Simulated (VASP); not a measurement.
# HfB3 (Pm-3m) in VASP: relaxation of cell and atoms with PBE

Aim: the relaxation of cell and atoms of HfB3 with PBE.

All numbers are computed with VASP 6.6.1; they aren't measurements. Logs are shortened: lines on timing, memory, paths and dates and some standing lists are left out, and cuts for length are marked.

## (1) The cell of the first run

Symmetry: Pm-3m, No. 221, cubic system. Conventional cell: a = 3.390 Å, b = 3.390 Å, c = 3.390 Å, α = 90.00°, β = 90.00°, γ = 90.00°. Within 3.2 Å of Hf (site symmetry m-3m) lie 12 B at 2.40 Å. B (site symmetry 4/mmm) has 4 Hf at 2.40 Å and 8 B at 2.40 Å within 3.2 Å.

The cell was built from a structure type or drawn by symmetry, and may not be a known phase.

## (2) Relaxation of cell and atoms, PBE

Contents of INCAR:

```
SYSTEM = HfB3
ALGO = Normal
EDIFF = 1E-7
EDIFFG = -0.01
ENCUT = 600
GGA = PE
IBRION = 2
ISIF = 3
ISMEAR = 0
LASPH = .TRUE.
LCHARG = .FALSE.
LREAL = .FALSE.
LWAVE = .FALSE.
NELM = 60
NSW = 100
PREC = Accurate
SIGMA = 0.1
```

Contents of KPOINTS:

```
k-points
0
G
  14 14 14
  0 0 0
```

Contents of POSCAR:

```
HfB3
1.0
    3.3897030378      0.0000000000      0.0000000000
    0.0000000000      3.3897030378      0.0000000000
    0.0000000000      0.0000000000      3.3897030378
Hf B
1 3
Direct
    0.0000000000      0.0000000000      0.0000000000
    0.0000000000      0.5000000000      0.5000000000
    0.5000000000      0.0000000000      0.5000000000
    0.5000000000      0.5000000000      0.0000000000
```

Potentials or basis: VASP PAW PBE potentials, release 64 (Hf_pv, B).

The run is started by

```sh
cat potpaw_PBE.64/Hf_pv/POTCAR potpaw_PBE.64/B/POTCAR > POTCAR
mpirun -np 1 vasp_std > vasp.out
```

OUTCAR:

```text
SYSTEM = HfB3
   EDIFF = 1E-7
   EDIFFG = -0.01
   ENCUT = 600
   GGA = PE
   IBRION = 2
   ISIF = 3
   ISMEAR = 0
   LASPH = .TRUE.
   LREAL = .FALSE.
   NELM = 60
   NSW = 100
   PREC = Accurate

 ion  position               nearest neighbor table
   1  0.000  0.000  0.000-   2 2.40   3 2.40   4 2.40   2 2.40   3 2.40   2 2.40   4 2.40   2 2.40
                             3 2.40   4 2.40   3 2.40   4 2.40
   2  0.000  0.500  0.500-   1 2.40   1 2.40   1 2.40   1 2.40
   3  0.500  0.000  0.500-   1 2.40   1 2.40   1 2.40   1 2.40
   4  0.500  0.500  0.000-   1 2.40   1 2.40   1 2.40   1 2.40

  LATTYP: Found a simple cubic cell.
 ALAT       =     3.3897030378

  Lattice vectors:

 A1 = (   3.3897030378,   0.0000000000,   0.0000000000)
 A2 = (   0.0000000000,   3.3897030378,   0.0000000000)
 A3 = (   0.0000000000,   0.0000000000,   3.3897030378)

Analysis of symmetry for initial positions (statically):
=====================================================================
 Subroutine PRICEL returns:
 Original cell was already a primitive cell.

 Routine SETGRP: Setting up the symmetry group for a
 simple cubic supercell.

 Subroutine GETGRP returns: Found 48 space group operations
 (whereof 48 operations were pure point group operations)
 out of a pool of 48 trial point group operations.

The static configuration has the point symmetry O_h .

Analysis of symmetry for dynamics (positions and initial velocities):
=====================================================================
 Subroutine PRICEL returns:
 Original cell was already a primitive cell.

 Routine SETGRP: Setting up the symmetry group for a
 simple cubic supercell.

 Subroutine GETGRP returns: Found 48 space group operations
 (whereof 48 operations were pure point group operations)
 out of a pool of 48 trial point group operations.

The dynamic configuration has the point symmetry O_h .

 Subroutine INISYM returns: Found 48 space group operations
 (whereof 48 operations are pure point group operations),
 and found     1 'primitive' translations

----------------------------------------------------------------------------------------

                                     Primitive cell

  volume of cell :      38.9480

  direct lattice vectors                    reciprocal lattice vectors
     3.389703038  0.000000000  0.000000000     0.295011094  0.000000000  0.000000000
     0.000000000  3.389703038  0.000000000     0.000000000  0.295011094  0.000000000
     0.000000000  0.000000000  3.389703038     0.000000000  0.000000000  0.295011094

  length of vectors
     3.389703038  3.389703038  3.389703038     0.295011094  0.295011094  0.295011094

  position of ions in fractional coordinates (direct lattice)
     0.000000000  0.000000000  0.000000000
     0.000000000  0.500000000  0.500000000
     0.500000000  0.000000000  0.500000000
     0.500000000  0.500000000  0.000000000

  ion indices of the primitive-cell ions
   primitive index   ion index
                 1           1
                 2           2
                 3           3
                 4           4

----------------------------------------------------------------------------------------

 KPOINTS: k-points

Automatic generation of k-mesh.
 Grid dimensions read from file:
 generate k-points for:   14   14   14

 Generating k-lattice:

  Cartesian coordinates                     Fractional coordinates (reciprocal lattice)
     0.021072221  0.000000000  0.000000000     0.071428571  0.000000000  0.000000000
     0.000000000  0.021072221  0.000000000     0.000000000  0.071428571  0.000000000
     0.000000000  0.000000000  0.021072221     0.000000000  0.000000000  0.071428571

  Length of vectors
     0.021072221  0.021072221  0.021072221

  Shift w.r.t. Gamma in fractional coordinates (k-lattice)
     0.000000000  0.000000000  0.000000000

 Subroutine IBZKPT returns following result:
 ===========================================

 Found    120 irreducible k-points:

 Following reciprocal coordinates:
            Coordinates               Weight
  0.000000  0.000000  0.000000      1.000000
  0.071429  0.000000  0.000000      6.000000
  0.142857  0.000000  0.000000      6.000000
  0.214286  0.000000  0.000000      6.000000
  0.285714  0.000000  0.000000      6.000000
  0.357143  0.000000  0.000000      6.000000
[... 16 lines left out ...]
  0.285714  0.214286  0.000000     24.000000
  0.357143  0.214286  0.000000     24.000000
 [... further k-points ...]
   k-points           NKPTS =    120   k-points in BZ     NKDIM =    120   number of bands    NBANDS=     13
   number of dos      NEDOS =    301   number of ions     NIONS =      4
   total plane-waves  NPLWV =  21952
   dimension x,y,z NGX =    28 NGY =   28 NGZ =   28
   dimension x,y,z NGXF=    56 NGYF=   56 NGZF=   56
   ions per type =               1   3
   NGX,Y,Z   is equivalent  to a cutoff of  13.73, 13.73, 13.73 a.u.
   NGXF,Y,Z  is equivalent  to a cutoff of  27.46, 27.46, 27.46 a.u.
 SYSTEM =  HfB3
   PREC   = accura    normal or accurate (medium, high low for compatibility)
   ISTART =      0    job   : 0-new  1-cont  2-samecut
   ICHARG =      2    charge: 1-file 2-atom 10-const
   ISPIN  =      1    spin polarized calculation?
   LNONCOLLINEAR =      F non collinear calculations
   LSORBIT =      F    spin-orbit coupling
   LASPH  =      T    aspherical Exc in radial PAW
   ENCUT  =  600.0 eV  44.10 Ry    6.64 a.u.   6.77  6.77  6.77*2*pi/ulx,y,z
   NELM   =     60;   NELMIN=  2; NELMDL= -5     # of ELM steps
   EDIFF  = 0.1E-06   stopping-criterion for ELM
   LREAL  =      F    real-space projection
   EDIFFG = -.1E-01   stopping-criterion for IOM
   NSW    =    100    number of steps for IOM
   IBRION =      2    ionic relax: 0-MD 1-quasi-New 2-CG
   NFREE  =      1    steps in history (QN), initial steepest desc. (CG)
   ISIF   =      3    stress and relaxation
   ISYM   =      2    0-nonsym 1-usesym 2-fastsym
   POTIM  = 0.5000    time-step for ionic-motion
   TEBEG  =    0.0;   TEEND  =   0.0 temperature during run
   PSTRESS=    0.0 pullay stress
   NELECT =      19.0000    total number of electrons
   NUPDOWN=      -1.0000    fix difference up-down
   EMIN   =  10.00;   EMAX   =-10.00  energy-range for DOS
   EFERMI =   0.00;   METHOD = LEGACY
   ISMEAR =     0;   SIGMA  =   0.10  broadening in eV -4-tet -1-fermi 0-gaus
   EFERMI_NEDOS =   21; number of points for ismear=-14 and -15
   IALGO  =     38    algorithm
   IMIX   =      4    mixing-type and parameters
     AMIX     =   0.40;   BMIX     =  1.00
     AMIX_MAG =   1.60;   BMIX_MAG =  1.00
  volume/ion in A,a.u.               =       9.74        65.71
  Fermi-wavevector in a.u.,A,eV,Ry     =   1.288737  2.435360 22.597150  1.660844
  Thomas-Fermi vector in A             =   2.420673
   LORBIT       =      0    0 simple, 1 ext, 2 COOP (PROOUT), +10 PAW based schemes
   GGA     = PE    functional components
   LHFCALC =     F    Hartree Fock is set to
   AEXX    =    0.0000 exact exchange contribution
   IVDW    =     0    specifies the selected vdW correction
   LEPSILON=     F    determine dielectric tensor
   LRPA    =     F    only Hartree local field effects (RPA)
 conjugate gradient relaxation of ions
 non-spin polarized calculation
 Gauss-broadening in eV      SIGMA  =   0.10
  energy-cutoff  :      600.00
  volume of cell :       38.95
 maximum number of plane-waves:      1332
 NGX is ok and might be reduce to    28
   NGX = 13   NGY = 13   NGZ = 13

--------------------------------------- Ionic step        1  -------------------------------------------

 number of electron      19.0000004 magnetization

 Free energy of the ion-electron system (eV)
  ---------------------------------------------------
  ext. energy  EPLUGINS =         0.00000000
  ---------------------------------------------------
  free energy    TOTEN  =       -28.22091762 eV

  energy without entropy =      -28.21531755  energy(sigma->0) =      -28.21811758

------------------------ aborting loop because EDIFF is reached ----------------------------------------

  FORCE on cell =-STRESS in cart. coord.  units (eV):
  Direction    XX          YY          ZZ          XY          YZ          ZX
  --------------------------------------------------------------------------------------
  -------------------------------------------------------------------------------------
  Total        0.3010410      0.3010410      0.3010410     -0.0000000     -0.0000000     -0.0000000
  in kB       12.3837243     12.3837243     12.3837243     -0.0000000     -0.0000000     -0.0000000
  external PRESSURE =      12.3837243 kB  Pullay stress =       0.0000000 kB
[... 61 lines left out ...]
  energy  without entropy=      -28.2156155203  energy(sigma->0) =      -28.21846045

--------------------------------------- Ionic step        3  -------------------------------------------

 number of electron      19.0000004 magnetization

 Free energy of the ion-electron system (eV)
  ---------------------------------------------------
  ext. energy  EPLUGINS =         0.00000000
  ---------------------------------------------------
  free energy    TOTEN  =       -28.22183751 eV

  energy without entropy =      -28.21619495  energy(sigma->0) =      -28.21901623

 E-fermi :   7.1071     XC(G=0): -12.2880

 val. band max:        7.1031949130   @ k =   0.3571   0.0714   0.0714
 cond. band min:       7.1091413053   @ k =   0.4286   0.2143   0.2143
 fundamental gap:      0.0059463924
 Fermi energy:         7.1071161952

 k-point     1 :       0.0000    0.0000    0.0000
  band No.  band energies     occupation
      1     -22.8188      2.00000
      2     -22.8188      2.00000
      3     -22.8188      2.00000
      4      -6.3532      2.00000
      5       2.1932      2.00000
      6       2.1932      2.00000
      7       3.9309      2.00000
      8       3.9309      2.00000
      9       3.9309      2.00000
     10       9.8879      0.00000
     11       9.8879      0.00000
     12       9.9057      0.00000
     13       9.9504      0.00000
[... 353 lines left out ...]
 k-point    24 :       0.3571    0.2143    0.0000
  band No.  band energies     occupation
      1     -23.0628      2.00000
      2     -22.9116      2.00000
      3     -22.7726      2.00000
      4      -4.0726      2.00000
      5      -1.1168      2.00000
      6       1.2020      2.00000
      7       3.2357      2.00000
      8       3.5520      2.00000
      9       5.8980      2.00000
     10       6.6849      2.00000
     11       8.3268      0.00000
     12       9.3090      0.00000
     13      10.4592      0.00000

 [... further k-points ...]
[... 5 lines left out ...]
  --------------------------------------------------------------------------------------
  -------------------------------------------------------------------------------------
  Total        0.0024684      0.0024684      0.0024684      0.0000000      0.0000000      0.0000000
  in kB        0.1009193      0.1009193      0.1009193      0.0000000      0.0000000      0.0000000
  external PRESSURE =       0.1009193 kB  Pullay stress =       0.0000000 kB
[... 19 lines left out ...]
  FREE ENERGIE OF THE ION-ELECTRON SYSTEM (eV)
  ---------------------------------------------------
  free  energy   TOTEN  =       -28.2218375064 eV

  energy  without entropy=      -28.2161949471  energy(sigma->0) =      -28.21901623

 reached required accuracy - stopping structural energy minimisation
```

It took 2.2 min on 1 thread of AMD EPYC 7R43 (Zen 3), shared host; peak memory 0.19 GiB.

Results:

```yaml
Free_energy: -28.2218 eV
Relaxed_volume: 9.80 Å³/atom
Relaxed_cell: a = 3.397 Å, b = 3.397 Å, c = 3.397 Å, α = 90.00°, β = 90.00°, γ = 90.00°
Space_group_after_relaxing_to_0.1_Å: Pm-3m (No. 221)
Energy_gained_by_relaxing: 0.2 meV/atom
Ionic_steps: 3
Pressure_after_relaxing: 0.0 GPa
Band_gap_on_the_k_mesh: zero (an odd number of electrons rules out a gap without spin polarisation)
```

Step by step:
```tsv
step	energy change (eV)	largest force (eV/Å)	pressure (GPa)	volume (Å³)
1	0.0000	0.0000	1.24	38.95
2	-0.0004	0.0000	-0.91	39.37
3	-0.0009	0.0000	0.01	39.19
```

Final structure:
```
CELL_PARAMETERS angstrom
3.39666 0.00000 0.00000
0.00000 3.39666 0.00000
0.00000 0.00000 3.39666
ATOMIC_POSITIONS crystal
Hf 0.00000 0.00000 0.00000
B 0.00000 0.50000 0.50000
B 0.50000 0.00000 0.50000
B 0.50000 0.50000 0.00000
```

Levels at points of the mesh, in eV from the Fermi level:
| k point | band 7 | band 8 | band 9 | band 10 | band 11 | band 12 |
| --- | --- | --- | --- | --- | --- | --- |
| (0.00, 0.00, 0.00) | -3.18 | -3.18 | -3.18 | 2.78 | 2.78 | 2.80 |
| (0.50, 0.00, 0.00) | -4.12 | -3.85 | -0.75 | 0.67 | 0.67 | 2.58 |
| (0.50, 0.50, 0.00) | -6.94 | -2.59 | -2.59 | 0.82 | 1.13 | 2.94 |
| (0.50, 0.50, 0.50) | -6.53 | -3.77 | -3.77 | -3.77 | 5.30 | 5.33 |

Caveat: spin-orbit coupling is left out, which moves the levels of the heavy elements.
